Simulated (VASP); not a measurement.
# YS2 (Fd-3m) in VASP: further runs

YS2 is run at these levels: PBE; tasks: single point.

Everything below comes from runs of VASP 6.6.1. Logs are shortened: lines on timing, memory, paths and dates and some standing lists are left out, and cuts for length are marked.

## (1) The cell of the first run

It takes space group Fd-3m (No. 227, cubic). Conventional cell: a = 8.033 Å, b = 8.033 Å, c = 8.033 Å, α = 90.00°, β = 90.00°, γ = 90.00°. Within 4.4 Å of Y (site symmetry -43m) lie 12 S at 3.33 Å and 4 Y at 3.48 Å. S (site symmetry -3m) has 6 S at 2.84 Å and 6 Y at 3.33 Å within 3.7 Å.

## (2) Single point, PBE

INCAR reads:

```
SYSTEM = YS2
  PREC = Accurate
  ENCUT = 520
  EDIFF = 1E-7
  ISMEAR = -1
  SIGMA = 0.1
  LREAL = .False.
  LASPH = .True.
  NELM = 100
  ALGO = Normal
  ISIF = 2
  LWAVE = .False.
  LCHARG = .False.
  GGA = PE
  NBANDS = 32
```

KPOINTS reads:

```
regular mesh
0
Gamma
  4 4 4
  0 0 0
```

POSCAR reads:

```
YS2
1.0
    0.0000000000      4.0164431448      4.0164431448
    4.0164431448      0.0000000000      4.0164431448
    4.0164431448      4.0164431448      0.0000000000
Y S
2 4
Direct
    0.0000000000      0.0000000000      0.0000000000
    0.2500000000      0.2500000000      0.2500000000
    0.6250000000      0.6250000000      0.6250000000
    0.1250000000      0.6250000000      0.6250000000
    0.6250000000      0.1250000000      0.6250000000
    0.6250000000      0.6250000000      0.1250000000
```

Potentials or basis: VASP PAW PBE potentials, release 64 (Y_sv, S).

Started as:

```
> cat potpaw_PBE.64/Y_sv/POTCAR potpaw_PBE.64/S/POTCAR > POTCAR
> mpirun -np 1 vasp_std > vasp.out
```

OUTCAR:

```text
SYSTEM = YS2
   PREC = Accurate
   ENCUT = 520
   EDIFF = 1E-7
   ISMEAR = -1
   LREAL = .False.
   LASPH = .True.
   NELM = 100
   ISIF = 2
   GGA = PE

 ion  position               nearest neighbor table
   1  0.000  0.000  0.000-   3 3.33   5 3.33   6 3.33   3 3.33   4 3.33   6 3.33   3 3.33   4 3.33
                             5 3.33   4 3.33   5 3.33   6 3.33   2 3.48   2 3.48   2 3.48   2 3.48
   2  0.250  0.250  0.250-   4 3.33   5 3.33   6 3.33   3 3.33   4 3.33   5 3.33   3 3.33   4 3.33
                             6 3.33   3 3.33   5 3.33   6 3.33   1 3.48   1 3.48   1 3.48   1 3.48
   3  0.625  0.625  0.625-   2 3.33   2 3.33   2 3.33   1 3.33   1 3.33   1 3.33
   4  0.125  0.625  0.625-   2 3.33   2 3.33   1 3.33   2 3.33   1 3.33   1 3.33
   5  0.625  0.125  0.625-   2 3.33   2 3.33   1 3.33   2 3.33   1 3.33   1 3.33
   6  0.625  0.625  0.125-   2 3.33   2 3.33   1 3.33   2 3.33   1 3.33   1 3.33

  LATTYP: Found a face centered cubic cell.
 ALAT       =     8.0328862896

  Lattice vectors:

 A1 = (   0.0000000000,   4.0164431448,   4.0164431448)
 A2 = (   4.0164431448,   0.0000000000,   4.0164431448)
 A3 = (   4.0164431448,   4.0164431448,   0.0000000000)

Analysis of symmetry for initial positions (statically):
=====================================================================
 Subroutine PRICEL returns:
 Original cell was already a primitive cell.

 Routine SETGRP: Setting up the symmetry group for a
 face centered cubic supercell.

 Subroutine GETGRP returns: Found 48 space group operations
 (whereof 24 operations were pure point group operations)
 out of a pool of 48 trial point group operations.

The static configuration has the point symmetry T_d .
 The point group associated with its full space group is O_h .

Analysis of symmetry for dynamics (positions and initial velocities):
=====================================================================
 Subroutine PRICEL returns:
 Original cell was already a primitive cell.

 Routine SETGRP: Setting up the symmetry group for a
 face centered cubic supercell.

 Subroutine GETGRP returns: Found 48 space group operations
 (whereof 24 operations were pure point group operations)
 out of a pool of 48 trial point group operations.

The dynamic configuration has the point symmetry T_d .
 The point group associated with its full space group is O_h .

 Subroutine INISYM returns: Found 48 space group operations
 (whereof 24 operations are pure point group operations),
 and found     1 'primitive' translations

----------------------------------------------------------------------------------------

                                     Primitive cell

  volume of cell :     129.5850

  direct lattice vectors                    reciprocal lattice vectors
     0.000000000  4.016443145  4.016443145    -0.124488255  0.124488255  0.124488255
     4.016443145  0.000000000  4.016443145     0.124488255 -0.124488255  0.124488255
     4.016443145  4.016443145  0.000000000     0.124488255  0.124488255 -0.124488255

  length of vectors
     5.680108368  5.680108368  5.680108368     0.215619983  0.215619983  0.215619983

  position of ions in fractional coordinates (direct lattice)
     0.000000000  0.000000000  0.000000000
     0.250000000  0.250000000  0.250000000
     0.625000000  0.625000000  0.625000000
     0.125000000  0.625000000  0.625000000
     0.625000000  0.125000000  0.625000000
     0.625000000  0.625000000  0.125000000

  ion indices of the primitive-cell ions
   primitive index   ion index
                 1           1
                 2           2
                 3           3
                 4           4
                 5           5
                 6           6

----------------------------------------------------------------------------------------

 KPOINTS: regular mesh

Automatic generation of k-mesh.
 Grid dimensions read from file:
 generate k-points for:    4    4    4

 Generating k-lattice:

  Cartesian coordinates                     Fractional coordinates (reciprocal lattice)
    -0.031122064  0.031122064  0.031122064     0.250000000  0.000000000  0.000000000
     0.031122064 -0.031122064  0.031122064     0.000000000  0.250000000  0.000000000
     0.031122064  0.031122064 -0.031122064     0.000000000  0.000000000  0.250000000

  Length of vectors
     0.053904996  0.053904996  0.053904996

  Shift w.r.t. Gamma in fractional coordinates (k-lattice)
     0.000000000  0.000000000  0.000000000

 Subroutine IBZKPT returns following result:
 ===========================================

 Found      8 irreducible k-points:

 Following reciprocal coordinates:
            Coordinates               Weight
  0.000000  0.000000  0.000000      1.000000
  0.250000  0.000000  0.000000      8.000000
  0.500000  0.000000  0.000000      4.000000
  0.250000  0.250000  0.000000      6.000000
  0.500000  0.250000  0.000000     24.000000
 -0.250000  0.250000  0.000000     12.000000
  0.500000  0.500000  0.000000      3.000000
 -0.250000  0.500000  0.250000      6.000000
   k-points           NKPTS =      8   k-points in BZ     NKDIM =      8   number of bands    NBANDS=     32
   number of dos      NEDOS =    301   number of ions     NIONS =      6
   total plane-waves  NPLWV =  74088
   dimension x,y,z NGX =    42 NGY =   42 NGZ =   42
   dimension x,y,z NGXF=    84 NGYF=   84 NGZF=   84
   ions per type =               2   4
   NGX,Y,Z   is equivalent  to a cutoff of  12.29, 12.29, 12.29 a.u.
   NGXF,Y,Z  is equivalent  to a cutoff of  24.59, 24.59, 24.59 a.u.
 SYSTEM =  YS2
   PREC   = accura    normal or accurate (medium, high low for compatibility)
   ISTART =      0    job   : 0-new  1-cont  2-samecut
   ICHARG =      2    charge: 1-file 2-atom 10-const
   ISPIN  =      1    spin polarized calculation?
   LNONCOLLINEAR =      F non collinear calculations
   LSORBIT =      F    spin-orbit coupling
   LASPH  =      T    aspherical Exc in radial PAW
   ENCUT  =  520.0 eV  38.22 Ry    6.18 a.u.  10.56 10.56 10.56*2*pi/ulx,y,z
   NELM   =    100;   NELMIN=  2; NELMDL= -5     # of ELM steps
   EDIFF  = 0.1E-06   stopping-criterion for ELM
   LREAL  =      F    real-space projection
   EDIFFG = 0.1E-05   stopping-criterion for IOM
   NSW    =      0    number of steps for IOM
   IBRION =     -1    ionic relax: 0-MD 1-quasi-New 2-CG
   NFREE  =      0    steps in history (QN), initial steepest desc. (CG)
   ISIF   =      2    stress and relaxation
   ISYM   =      2    0-nonsym 1-usesym 2-fastsym
   POTIM  = 0.5000    time-step for ionic-motion
   TEBEG  =    0.0;   TEEND  =   0.0 temperature during run
   PSTRESS=    0.0 pullay stress
   NELECT =      46.0000    total number of electrons
   NUPDOWN=      -1.0000    fix difference up-down
   EMIN   =  10.00;   EMAX   =-10.00  energy-range for DOS
   EFERMI =   0.00;   METHOD = LEGACY
   ISMEAR =    -1;   SIGMA  =   0.10  broadening in eV -4-tet -1-fermi 0-gaus
   EFERMI_NEDOS =   21; number of points for ismear=-14 and -15
   IALGO  =     38    algorithm
   IMIX   =      4    mixing-type and parameters
     AMIX     =   0.40;   BMIX     =  1.00
     AMIX_MAG =   1.60;   BMIX_MAG =  1.00
  volume/ion in A,a.u.               =      21.60       145.75
  Fermi-wavevector in a.u.,A,eV,Ry     =   1.159158  2.190490 18.281418  1.343646
  Thomas-Fermi vector in A             =   2.295753
   LORBIT       =      0    0 simple, 1 ext, 2 COOP (PROOUT), +10 PAW based schemes
   GGA     = PE    functional components
   LHFCALC =     F    Hartree Fock is set to
   AEXX    =    0.0000 exact exchange contribution
   IVDW    =     0    specifies the selected vdW correction
   LEPSILON=     F    determine dielectric tensor
   LRPA    =     F    only Hartree local field effects (RPA)
 non-spin polarized calculation
  energy-cutoff  :      520.00
  volume of cell :      129.59
 maximum number of plane-waves:      3511
   NGX = 21   NGY = 21   NGZ = 21

 number of electron      45.9999996 magnetization

 Free energy of the ion-electron system (eV)
  ---------------------------------------------------
  ext. energy  EPLUGINS =         0.00000000
  ---------------------------------------------------
  free energy    TOTEN  =       -29.77530411 eV

  energy without entropy =      -29.54437726  energy(sigma->0) =      -29.65984069

 E-fermi :   5.8185     XC(G=0): -10.1965

 val. band max:        5.8053597299   @ k =   0.2500   0.2500   0.0000
 cond. band min:       5.8387362880   @ k =   0.5000   0.5000   0.0000
 fundamental gap:      0.0333765581
 Fermi energy:         5.8184681573

 k-point     1 :       0.0000    0.0000    0.0000
  band No.  band energies     occupation
      1     -38.1718      2.00000
      2     -38.1114      2.00000
      3     -18.1850      2.00000
      4     -18.1850      2.00000
      5     -18.1850      2.00000
      6     -17.9926      2.00000
[... 24 lines left out ...]
     31       8.7348      0.00000
     32       8.7348      0.00000

 k-point     2 :       0.2500    0.0000    0.0000
  band No.  band energies     occupation
      1     -38.1654      2.00000
      2     -38.1178      2.00000
      3     -18.1968      2.00000
      4     -18.1968      2.00000
      5     -18.1867      2.00000
      6     -17.9976      2.00000
[... 24 lines left out ...]
     31       8.3002      0.00000
     32       8.8136      0.00000
[... 173 lines left out ...]
     31       8.6772      0.00000
     32       8.6777      0.00000

 k-point     8 :      -0.2500    0.5000    0.2500
  band No.  band energies     occupation
      1     -38.1416      2.00000
      2     -38.1416      2.00000
      3     -18.2338      2.00000
      4     -18.2338      2.00000
      5     -18.0922      2.00000
      6     -18.0922      2.00000
[... 24 lines left out ...]
     31       8.4905      0.00000
     32       8.4905      0.00000

------------------------ aborting loop because EDIFF is reached ----------------------------------------

  FORCE on cell =-STRESS in cart. coord.  units (eV):
  Direction    XX          YY          ZZ          XY          YZ          ZX
  --------------------------------------------------------------------------------------
  -------------------------------------------------------------------------------------
  Total       -3.6166157     -3.6166157     -3.6166157      0.0000000     -0.0000000     -0.0000000
  in kB      -44.7154987    -44.7154987    -44.7154987      0.0000000     -0.0000000     -0.0000000
  external PRESSURE =     -44.7154987 kB  Pullay stress =       0.0000000 kB

 VOLUME and BASIS-vectors are now :
 -----------------------------------------------------------------------------
  energy-cutoff  :      520.00
  volume of cell :      129.59
      direct lattice vectors                 reciprocal lattice vectors
     0.000000000  4.016443145  4.016443145    -0.124488255  0.124488255  0.124488255
     4.016443145  0.000000000  4.016443145     0.124488255 -0.124488255  0.124488255
     4.016443145  4.016443145  0.000000000     0.124488255  0.124488255 -0.124488255

 POSITION                                       TOTAL-FORCE (eV/Angst)
 -----------------------------------------------------------------------------------
      0.00000      0.00000      0.00000         0.000000      0.000000      0.000000
      2.00822      2.00822      2.00822        -0.000000     -0.000000     -0.000000
      5.02055      5.02055      5.02055         0.000000     -0.000000     -0.000000
      5.02055      3.01233      3.01233         0.000000     -0.000000      0.000000
      3.01233      5.02055      3.01233         0.000000     -0.000000      0.000000
      3.01233      3.01233      5.02055         0.000000     -0.000000      0.000000
 -----------------------------------------------------------------------------------
    total drift:                               -0.000000     -0.000000      0.000000

  FREE ENERGIE OF THE ION-ELECTRON SYSTEM (eV)
  ---------------------------------------------------
  free  energy   TOTEN  =       -29.7753041115 eV

  energy  without entropy=      -29.5443772607  energy(sigma->0) =      -29.65984069
```

Run time: 92 s. Hardware: 1 thread of AMD EPYC 7R13 (Zen 3), shared host; peak memory 0.23 GiB.

Results:

```yaml
Free_energy: -29.7753 eV
Pressure: -4.5 GPa
Band_gap_on_the_k_mesh: zero (band 23 reaches 6.15 eV, above the bottom of band 24 at 5.64 eV)
```

## (3) Single point, PBE

This run uses another cell than the first one, of 22.40 Å³/atom, 1.037 times its volume.

INCAR reads:

```
ALGO = Normal
EDIFF = 1E-6
ENCUT = 520
GGA = PE
ISIF = 2
ISMEAR = -1
LASPH = T
LCHARG = F
LREAL = F
LWAVE = F
NBANDS = 32
NELM = 100
PREC = Accurate
SIGMA = 0.1
```

KPOINTS reads:

```
k-points
0
Gamma
  4 4 4
```

Changes to POSCAR since step 2:

```diff
@@ -2,5 +2,5 @@
 1.0
-    0.0000000000      4.0164431448      4.0164431448
-    4.0164431448      0.0000000000      4.0164431448
-    4.0164431448      4.0164431448      0.0000000000
+    0.0000000000      4.0654289866      4.0654289866
+    4.0654289866      0.0000000000      4.0654289866
+    4.0654289866      4.0654289866      0.0000000000
 Y S
```

Potentials or basis: VASP PAW PBE potentials, release 64 (Y_sv, S).

Started as:

```
> cat potpaw_PBE.64/Y_sv/POTCAR potpaw_PBE.64/S/POTCAR > POTCAR
> mpirun -np 1 vasp_std > vasp.out
```

It took 2.3 min on 1 thread of AMD EPYC 7R13 (Zen 3), shared host; peak memory 0.3 GiB.

Results (log left out):

| Item | Value |
| --- | --- |
| Free energy | -29.6191 eV |
| Pressure | -6.0 GPa |
| Band gap on the k mesh | zero (band 23 reaches 5.77 eV, above the bottom of band 24 at 5.30 eV) |

Levels at points of the mesh, in eV from the Fermi level:
```
           k point  band 19  band 20  band 21  band 22  band 23  band 24  band 25  band 26
(0.00, 0.00, 0.00)    -1.12     0.04     0.04     0.04     0.30     0.30     0.30     1.21
(0.50, 0.00, 0.00)    -2.90    -2.90    -2.40    -0.75     0.10     0.71     0.71     1.08
(0.50, 0.50, 0.00)    -2.95    -2.95    -2.63    -2.63     0.03     0.03     0.81     0.81
```
